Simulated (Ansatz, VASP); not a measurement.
**Al in VASP and in Ansatz**

```
Al
1.0
    -1.60644    1.60644    1.60644
     1.60644   -1.60644    1.60644
     3.21288    3.21288    0.00000
Al
2
Direct
  0.08441 0.09513 0.05654
  0.41559 0.40487 0.44346
```

Change from the starting cell: all atoms moved at random, sigma 0.25 Å a component; relaxed back.

Alike in both runs: task relaxation of cell and atoms; functional PBEsol; k mesh 12 × 12 × 8; occupations gaussian, width 0.15 eV; no spin polarisation.

|  | VASP | Ansatz |
| --- | --- | --- |
| version | VASP 6.6.1 | Ansatz 0.2.0 |
| potentials or method | VASP PAW PBE potentials, release 64 (Al), cutoff 600 eV | scalar-relativistic, plane waves, PAW |
| valence electrons in the cell | 6 | 6 |

```csv
,VASP,Ansatz,Ansatz less VASP
"gap on the k mesh at the Fermi level, each at its own relaxed structure (eV)",none,none,-
relaxed volume (Å³/atom),16.20,16.33,+0.128
relaxed length of the cell vector where the two differ most in proportion (Å),4.911,4.685,-0.2260
```

VASP's potentials were made for PBE, not for PBEsol. A gap of «none» marks a metal or a gap that the smearing closes.
